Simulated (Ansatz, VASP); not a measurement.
Cu: VASP beside Ansatz

File INCAR:

```
PREC     = Accurate       # precision mode
ENCUT    = 520            # plane-wave cutoff, eV
EDIFF    = 1E-6           # SCF threshold, eV
ISMEAR   = -1             # smearing method
SIGMA    = 0.05           # smearing width, eV
LREAL    = False          # projectors in reciprocal space
LASPH    = True           # aspherical terms in the spheres
NELM     = 60             # most SCF steps
ALGO     = Normal         # electronic algorithm
ISIF     = 2              # what is computed and relaxed
LWAVE    = False          # write WAVECAR
LCHARG   = False          # write CHGCAR
GGA      = PE             # functional
NBANDS   = 12             # bands
```

Contents of KPOINTS:

```
regular mesh
0
Gamma
  18 18 18
```

POSCAR

```
Cu
1.0
    0.0000000000      1.8153012902      1.8153012902
    1.8153012902      0.0000000000      1.8153012902
    1.8153012902      1.8153012902      0.0000000000
Cu
1
Direct
    0.0000000000      0.0000000000      0.0000000000
```

Input for Ansatz:

```yaml
crystal:
  lattice:
    - [0.0, 1.8153012902, 1.8153012902]
    - [1.8153012902, 0.0, 1.8153012902]
    - [1.8153012902, 1.8153012902, 0.0]
  atoms:
    - { symbol: Cu, position: [0.0, 0.0, 0.0] }
kpoints:
  mp_grid: { grid: [18, 18, 18] }
  band_path:
    path:
      - [0.0, 0.0, 0.0]
      - [0.5, 0.0, 0.5]
      - [0.625, 0.25, 0.625]
      - [0.375, 0.375, 0.75]
      - [0.0, 0.0, 0.0]
      - [0.5, 0.5, 0.5]
      - [0.5, 0.25, 0.75]
      - [0.5, 0.0, 0.5]
    npoints: 8
scf:
  occupations: { method: fermi_dirac, width: 0.05 }
hamiltonian:
  xc: pbe
  pseudopotentials: { kind: paw }
output:
  forces: true
  stress: true
  eigenvalues: true
  populations: true
  dos: { projected: true, de: 0.2, e_range: [-14, 8] }
```

Change from the starting cell: volume scaled by 1, PAW files.

Alike in both runs: task single point; functional PBE; k mesh 18 × 18 × 18; occupations fermi-dirac, width 0.05 eV; no spin polarisation.

|  | VASP | Ansatz |
| --- | --- | --- |
| version | VASP 6.6.1 | Ansatz 0.2.0 |
| potentials or method | VASP PAW PBE potentials, release 64 (Cu) | PAW with Ansatz's default frozen-core files, scalar-relativistic |
| plane-wave cutoff (eV) | 520 | 420 |
| valence electrons in the cell | 11 | 19 |

Ansatz gave:

```
pressure (GPa) : 0.0
```

Question: Which values does VASP return?

Answer: Pressure (GPa): 0.6.

VASP's potentials hold 11 valence electrons a cell and Ansatz's 19, so a difference there can come from the potentials and not from the codes.
